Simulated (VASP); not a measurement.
# Na (Im-3m) in VASP: further runs

Na is run at these levels: PBE, PBEsol; tasks: single point.

All numbers are computed with VASP 6.6.1; they aren't measurements. Logs are shortened: lines on timing, memory, paths and dates and some standing lists are left out, and cuts for length are marked.

**1. The cell of the first run**

The structure is cubic, space group Im-3m (No. 229). The conventional cell has a = 4.282 Å, b = 4.282 Å, c = 4.282 Å, α = 90.00°, β = 90.00°, γ = 90.00°. Within 4.9 Å of Na (site symmetry m-3m) lie 14 Na at 3.71 to 4.28 Å.

**2. Single point, PBE**

Contents of INCAR:

```
PREC = Accurate
ENCUT = 520
EDIFF = 1E-6
ISMEAR = -1
SIGMA = 0.05
LREAL = False
LASPH = True
NELM = 60
ALGO = Fast
ISIF = 2
LWAVE = False
LCHARG = False
GGA = PE
NBANDS = 10
```

Contents of KPOINTS:

```
regular mesh
0
Gamma
  5 5 5
```

Contents of POSCAR:

```
Na
1.0
   -2.1410000000      2.1410000000      2.1410000000
    2.1410000000     -2.1410000000      2.1410000000
    2.1410000000      2.1410000000     -2.1410000000
Na
1
Direct
    0.0000000000      0.0000000000      0.0000000000
```

Potentials or basis: VASP PAW PBE potentials, release 64 (Na_pv).

Started as:

```bash
$ cat potpaw_PBE.64/Na_pv/POTCAR > POTCAR
$ mpirun -np 1 vasp_std > vasp.out
```

OUTCAR:

```text
PREC = Accurate
   ENCUT = 520
   EDIFF = 1E-6
   ISMEAR = -1
   LREAL = False
   LASPH = True
   NELM = 60
   ISIF = 2
   GGA = PE

 ion  position               nearest neighbor table
   1  0.000  0.000  0.000-

  LATTYP: Found a body centered cubic cell.
 ALAT       =     4.2820000000

  Lattice vectors:

 A1 = (  -2.1410000000,   2.1410000000,   2.1410000000)
 A2 = (   2.1410000000,  -2.1410000000,   2.1410000000)
 A3 = (   2.1410000000,   2.1410000000,  -2.1410000000)

Analysis of symmetry for initial positions (statically):
=====================================================================
 Subroutine PRICEL returns:
 Original cell was already a primitive cell.

 Routine SETGRP: Setting up the symmetry group for a
 body centered cubic supercell.

 Subroutine GETGRP returns: Found 48 space group operations
[... 9 lines left out ...]

 Routine SETGRP: Setting up the symmetry group for a
 body centered cubic supercell.

 Subroutine GETGRP returns: Found 48 space group operations
[... 11 lines left out ...]
                                     Primitive cell

  volume of cell :      39.2564

  direct lattice vectors                    reciprocal lattice vectors
    -2.141000000  2.141000000  2.141000000     0.000000000  0.233535731  0.233535731
     2.141000000 -2.141000000  2.141000000     0.233535731  0.000000000  0.233535731
     2.141000000  2.141000000 -2.141000000     0.233535731  0.233535731  0.000000000

  length of vectors
     3.708320779  3.708320779  3.708320779     0.330269398  0.330269398  0.330269398

  position of ions in fractional coordinates (direct lattice)
     0.000000000  0.000000000  0.000000000

  ion indices of the primitive-cell ions
   primitive index   ion index
                 1           1

----------------------------------------------------------------------------------------

 KPOINTS: regular mesh

Automatic generation of k-mesh.
 Grid dimensions read from file:
 generate k-points for:    5    5    5

 Generating k-lattice:

  Cartesian coordinates                     Fractional coordinates (reciprocal lattice)
     0.000000000  0.046707146  0.046707146     0.200000000  0.000000000  0.000000000
     0.046707146  0.000000000  0.046707146     0.000000000  0.200000000  0.000000000
     0.046707146  0.046707146  0.000000000     0.000000000  0.000000000  0.200000000

  Length of vectors
     0.066053880  0.066053880  0.066053880

  Shift w.r.t. Gamma in fractional coordinates (k-lattice)
     0.000000000  0.000000000  0.000000000

 Subroutine IBZKPT returns following result:
 ===========================================

 Found     10 irreducible k-points:

 Following reciprocal coordinates:
            Coordinates               Weight
  0.000000  0.000000  0.000000      1.000000
  0.200000  0.000000  0.000000     12.000000
  0.400000  0.000000  0.000000     12.000000
  0.200000  0.200000  0.000000     24.000000
  0.400000  0.200000  0.000000     24.000000
  0.200000  0.200000  0.200000      8.000000
 -0.200000  0.200000  0.200000      6.000000
 -0.400000  0.400000  0.200000     24.000000
 -0.400000 -0.400000  0.200000      8.000000
 -0.400000  0.400000  0.400000      6.000000
   k-points           NKPTS =     10   k-points in BZ     NKDIM =     10   number of bands    NBANDS=     10
   number of dos      NEDOS =    301   number of ions     NIONS =      1
   total plane-waves  NPLWV =  21952
   dimension x,y,z NGX =    28 NGY =   28 NGZ =   28
   dimension x,y,z NGXF=    56 NGYF=   56 NGZF=   56
   ions per type =               1
   NGX,Y,Z   is equivalent  to a cutoff of  12.55, 12.55, 12.55 a.u.
   NGXF,Y,Z  is equivalent  to a cutoff of  25.11, 25.11, 25.11 a.u.
 SYSTEM =  unknown system
   PREC   = accura    normal or accurate (medium, high low for compatibility)
   ISTART =      0    job   : 0-new  1-cont  2-samecut
   ICHARG =      2    charge: 1-file 2-atom 10-const
   ISPIN  =      1    spin polarized calculation?
   LNONCOLLINEAR =      F non collinear calculations
   LSORBIT =      F    spin-orbit coupling
   LASPH  =      T    aspherical Exc in radial PAW
   ENCUT  =  520.0 eV  38.22 Ry    6.18 a.u.   6.90  6.90  6.90*2*pi/ulx,y,z
   NELM   =     60;   NELMIN=  2; NELMDL= -5     # of ELM steps
   EDIFF  = 0.1E-05   stopping-criterion for ELM
   LREAL  =      F    real-space projection
   EDIFFG = 0.1E-04   stopping-criterion for IOM
   NSW    =      0    number of steps for IOM
   IBRION =     -1    ionic relax: 0-MD 1-quasi-New 2-CG
   NFREE  =      0    steps in history (QN), initial steepest desc. (CG)
   ISIF   =      2    stress and relaxation
   ISYM   =      2    0-nonsym 1-usesym 2-fastsym
   POTIM  = 0.5000    time-step for ionic-motion
   TEBEG  =    0.0;   TEEND  =   0.0 temperature during run
   PSTRESS=    0.0 pullay stress
   NELECT =       7.0000    total number of electrons
   NUPDOWN=      -1.0000    fix difference up-down
   EMIN   =  10.00;   EMAX   =-10.00  energy-range for DOS
   EFERMI =   0.00;   METHOD = LEGACY
   ISMEAR =    -1;   SIGMA  =   0.05  broadening in eV -4-tet -1-fermi 0-gaus
   EFERMI_NEDOS =   21; number of points for ismear=-14 and -15
   IALGO  =     68    algorithm
   IMIX   =      4    mixing-type and parameters
     AMIX     =   0.40;   BMIX     =  1.00
     AMIX_MAG =   1.60;   BMIX_MAG =  1.00
  volume/ion in A,a.u.               =      39.26       264.91
  Fermi-wavevector in a.u.,A,eV,Ry     =   0.921448  1.741284 11.552251  0.849066
  Thomas-Fermi vector in A             =   2.046866
   LORBIT       =      0    0 simple, 1 ext, 2 COOP (PROOUT), +10 PAW based schemes
   GGA     = PE    functional components
   LHFCALC =     F    Hartree Fock is set to
   AEXX    =    0.0000 exact exchange contribution
   IVDW    =     0    specifies the selected vdW correction
   LEPSILON=     F    determine dielectric tensor
   LRPA    =     F    only Hartree local field effects (RPA)
 non-spin polarized calculation
 RMM-DIIS sequential band-by-band and
  energy-cutoff  :      520.00
  volume of cell :       39.26
 maximum number of plane-waves:      1067
   NGX = 13   NGY = 13   NGZ = 13

 number of electron       7.0000011 magnetization

 Free energy of the ion-electron system (eV)
  ---------------------------------------------------
  ext. energy  EPLUGINS =         0.00000000
  ---------------------------------------------------
  free energy    TOTEN  =        -1.30857115 eV

  energy without entropy =       -1.29664538  energy(sigma->0) =       -1.30260826

 E-fermi :   0.2589     XC(G=0):  -6.3551

 val. band max:       -0.3438082879   @ k =   0.4000   0.0000   0.0000
 cond. band min:       0.2983538860   @ k =  -0.4000   0.4000   0.2000
 fundamental gap:      0.6421621739
 Fermi energy:         0.2589315697

 k-point     1 :       0.0000    0.0000    0.0000
  band No.  band energies     occupation
      1     -24.7774      2.00000
      2     -24.7774      2.00000
      3     -24.7773      2.00000
      4      -2.9901      2.00000
      5      11.5351      0.00000
      6      11.5351      0.00000
      7      11.5351      0.00000
      8      12.5036      0.00000
      9      12.5044      0.00000
     10      13.0524      0.00000

 k-point     2 :       0.2000    0.0000    0.0000
  band No.  band energies     occupation
      1     -24.7874      2.00000
      2     -24.7808      2.00000
      3     -24.7773      2.00000
      4      -2.3163      2.00000
      5       7.1496      0.00000
      6       9.5779      0.00000
      7      10.0807      0.00000
      8      10.4174      0.00000
      9      11.3133      0.00000
     10      13.6786      0.00000

 k-point     3 :       0.4000    0.0000    0.0000
  band No.  band energies     occupation
      1     -24.8035      2.00000
      2     -24.7863      2.00000
      3     -24.7772      2.00000
      4      -0.3438      1.99999
      5       2.8705      0.00000
      6       8.3031      0.00000
      7       9.0691      0.00000
      8       9.2482      0.00000
      9      10.2607      0.00000
     10      15.1759      0.00000

 k-point     4 :       0.2000    0.2000    0.0000
  band No.  band energies     occupation
      1     -24.7982      2.00000
      2     -24.7852      2.00000
      3     -24.7795      2.00000
      4      -0.9930      2.00000
      5       5.0321      0.00000
      6       5.7036      0.00000
      7       8.6344      0.00000
      8      11.2349      0.00000
      9      12.0710      0.00000
     10      14.6975      0.00000

 k-point     5 :       0.4000    0.2000    0.0000
  band No.  band energies     occupation
      1     -24.8027      2.00000
      2     -24.7909      2.00000
      3     -24.7801      2.00000
      4       1.3670      0.00000
      5       1.8050      0.00000
      6       4.8104      0.00000
      7       8.0352      0.00000
      8      10.9932      0.00000
      9      13.7138      0.00000
     10      13.7176      0.00000

 k-point     6 :       0.2000    0.2000    0.2000
  band No.  band energies     occupation
      1     -24.7988      2.00000
      2     -24.7867      2.00000
      3     -24.7867      2.00000
      4       0.9258      0.00000
      5       3.8015      0.00000
      6       3.8015      0.00000
      7       5.0691      0.00000
      8      15.7613      0.00000
      9      15.7711      0.00000
     10      16.1269      0.00000

 k-point     7 :      -0.2000    0.2000    0.2000
  band No.  band energies     occupation
      1     -24.7885      2.00000
      2     -24.7844      2.00000
      3     -24.7844      2.00000
      4      -1.6506      2.00000
      5       7.4791      0.00000
      6       7.4791      0.00000
      7       7.5378      0.00000
      8       9.2813      0.00000
      9      12.8305      0.00000
     10      14.2413      0.00000

 k-point     8 :      -0.4000    0.4000    0.2000
  band No.  band energies     occupation
      1     -24.8012      2.00000
      2     -24.7901      2.00000
      3     -24.7848      2.00000
      4       0.2984      0.62500
      5       3.4782      0.00000
      6       6.3125      0.00000
      7       7.0609      0.00000
      8       9.9305      0.00000
      9      12.2710      0.00000
     10      12.6782      0.00000

 k-point     9 :      -0.4000   -0.4000    0.2000
  band No.  band energies     occupation
      1     -24.7988      2.00000
      2     -24.7988      2.00000
      3     -24.7867      2.00000
      4       2.5836      0.00000
      5       2.5836      0.00000
      6       3.4865      0.00000
      7       8.7636      0.00000
      8       8.7636      0.00000
      9      10.3631      0.00000
     10      12.3141      0.00000

 k-point    10 :      -0.4000    0.4000    0.4000
  band No.  band energies     occupation
      1     -24.7979      2.00000
      2     -24.7964      2.00000
      3     -24.7963      2.00000
      4       2.1765      0.00000
      5       4.9233      0.00000
      6       5.1617      0.00000
      7       5.1617      0.00000
      8       6.4814      0.00000
      9       9.0984      0.00000
     10      16.6790      0.00000

------------------------ aborting loop because EDIFF is reached ----------------------------------------

  FORCE on cell =-STRESS in cart. coord.  units (eV):
  Direction    XX          YY          ZZ          XY          YZ          ZX
  --------------------------------------------------------------------------------------
  -------------------------------------------------------------------------------------
  Total       -0.1214163     -0.1214163     -0.1214163      0.0000000      0.0000000     -0.0000000
  in kB       -4.9553877     -4.9553877     -4.9553877      0.0000000      0.0000000     -0.0000000
  external PRESSURE =      -4.9553877 kB  Pullay stress =       0.0000000 kB

 VOLUME and BASIS-vectors are now :
 -----------------------------------------------------------------------------
  energy-cutoff  :      520.00
  volume of cell :       39.26
      direct lattice vectors                 reciprocal lattice vectors
    -2.141000000  2.141000000  2.141000000     0.000000000  0.233535731  0.233535731
     2.141000000 -2.141000000  2.141000000     0.233535731  0.000000000  0.233535731
     2.141000000  2.141000000 -2.141000000     0.233535731  0.233535731  0.000000000

 POSITION                                       TOTAL-FORCE (eV/Angst)
 -----------------------------------------------------------------------------------
      0.00000      0.00000      0.00000         0.000000      0.000000      0.000000
 -----------------------------------------------------------------------------------
    total drift:                               -0.000000     -0.000000     -0.000000

  FREE ENERGIE OF THE ION-ELECTRON SYSTEM (eV)
  ---------------------------------------------------
  free  energy   TOTEN  =        -1.3085711499 eV

  energy  without entropy=       -1.2966453784  energy(sigma->0) =       -1.30260826
```

Run time: 2.2 s. Hardware: 1 thread of Intel Xeon 6975P-C (Granite Rapids), shared host; peak memory 0.14 GiB.

Results:

```
Free energy : -1.3086 eV
Pressure    : -0.5 GPa
```

Caveat: the k points lie up to 0.42 Å⁻¹ apart.

**3. Single point, PBEsol**

Contents of INCAR:

```
SYSTEM = Na
PREC = Accurate
ENCUT = 520
EDIFF = 1E-6
ISMEAR = -1
SIGMA = 0.05
LREAL = .FALSE.
LASPH = .TRUE.
NELM = 60
ALGO = Fast
ISIF = 2
LWAVE = .FALSE.
LCHARG = .FALSE.
GGA = PS
NBANDS = 10
```

Contents of KPOINTS:

```
regular mesh
0
G
  5 5 5
  0 0 0
```

POSCAR is that of step 2.

Potentials or basis: VASP PAW PBE potentials, release 64 (Na_pv).

Started as:

```bash
$ cat potpaw_PBE.64/Na_pv/POTCAR > POTCAR
$ mpirun -np 1 vasp_std > vasp.out
```

OUTCAR:

```text
SYSTEM = Na
   PREC = Accurate
   ENCUT = 520
   EDIFF = 1E-6
   ISMEAR = -1
   LREAL = .FALSE.
   LASPH = .TRUE.
   NELM = 60
   ISIF = 2
   GGA = PS

 ion  position               nearest neighbor table
   1  0.000  0.000  0.000-

  LATTYP: Found a body centered cubic cell.
 ALAT       =     4.2820000000

  Lattice vectors:

 A1 = (  -2.1410000000,   2.1410000000,   2.1410000000)
 A2 = (   2.1410000000,  -2.1410000000,   2.1410000000)
 A3 = (   2.1410000000,   2.1410000000,  -2.1410000000)

Analysis of symmetry for initial positions (statically):
=====================================================================
 Subroutine PRICEL returns:
 Original cell was already a primitive cell.

 Routine SETGRP: Setting up the symmetry group for a
 body centered cubic supercell.

 Subroutine GETGRP returns: Found 48 space group operations
[... 9 lines left out ...]

 Routine SETGRP: Setting up the symmetry group for a
 body centered cubic supercell.

 Subroutine GETGRP returns: Found 48 space group operations
[... 11 lines left out ...]
                                     Primitive cell

[... 124 lines left out ...]
 cond. band min:       0.2761518426   @ k =  -0.4000   0.4000   0.2000
 fundamental gap:      0.6415409238
 Fermi energy:         0.2367295315

 k-point     1 :       0.0000    0.0000    0.0000
  band No.  band energies     occupation
      1     -24.6855      2.00000
      2     -24.6855      2.00000
      3     -24.6855      2.00000
      4      -3.0097      2.00000
      5      11.5140      0.00000
      6      11.5140      0.00000
      7      11.5140      0.00000
      8      12.4850      0.00000
      9      12.4854      0.00000
     10      13.0075      0.00000
[... 105 lines left out ...]
 k-point    10 :      -0.4000    0.4000    0.4000
  band No.  band energies     occupation
      1     -24.7064      2.00000
      2     -24.7047      2.00000
      3     -24.7047      2.00000
      4       2.1520      0.00000
      5       4.8964      0.00000
      6       5.1329      0.00000
      7       5.1329      0.00000
      8       6.4842      0.00000
      9       9.1144      0.00000
     10      16.6661      0.00000

------------------------ aborting loop because EDIFF is reached ----------------------------------------

  FORCE on cell =-STRESS in cart. coord.  units (eV):
  Direction    XX          YY          ZZ          XY          YZ          ZX
  --------------------------------------------------------------------------------------
  -------------------------------------------------------------------------------------
  Total       -0.1193032     -0.1193032     -0.1193032     -0.0000000     -0.0000000      0.0000000
  in kB       -4.8691429     -4.8691429     -4.8691429     -0.0000000     -0.0000000      0.0000000
  external PRESSURE =      -4.8691429 kB  Pullay stress =       0.0000000 kB

 VOLUME and BASIS-vectors are now :
 -----------------------------------------------------------------------------
  energy-cutoff  :      520.00
  volume of cell :       39.26
      direct lattice vectors                 reciprocal lattice vectors
    -2.141000000  2.141000000  2.141000000     0.000000000  0.233535731  0.233535731
     2.141000000 -2.141000000  2.141000000     0.233535731  0.000000000  0.233535731
     2.141000000  2.141000000 -2.141000000     0.233535731  0.233535731  0.000000000

 POSITION                                       TOTAL-FORCE (eV/Angst)
 -----------------------------------------------------------------------------------
      0.00000      0.00000      0.00000        -0.000000      0.000000      0.000000
 -----------------------------------------------------------------------------------
    total drift:                               -0.000000     -0.000000     -0.000000

  FREE ENERGIE OF THE ION-ELECTRON SYSTEM (eV)
  ---------------------------------------------------
  free  energy   TOTEN  =        -1.3947428680 eV

  energy  without entropy=       -1.3828170844  energy(sigma->0) =       -1.38877998
```

Wall time 2.3 s (1 thread of Intel Xeon 6975P-C (Granite Rapids), shared host); peak memory 0.14 GiB.

What came out:

| Quantity | Value |
| --- | --- |
| Free energy | -1.3947 eV |
| Pressure | -0.5 GPa |

Caveat: the k points lie up to 0.42 Å⁻¹ apart; the PAW data sets were made with another functional, which shifts forces and pressure a little.
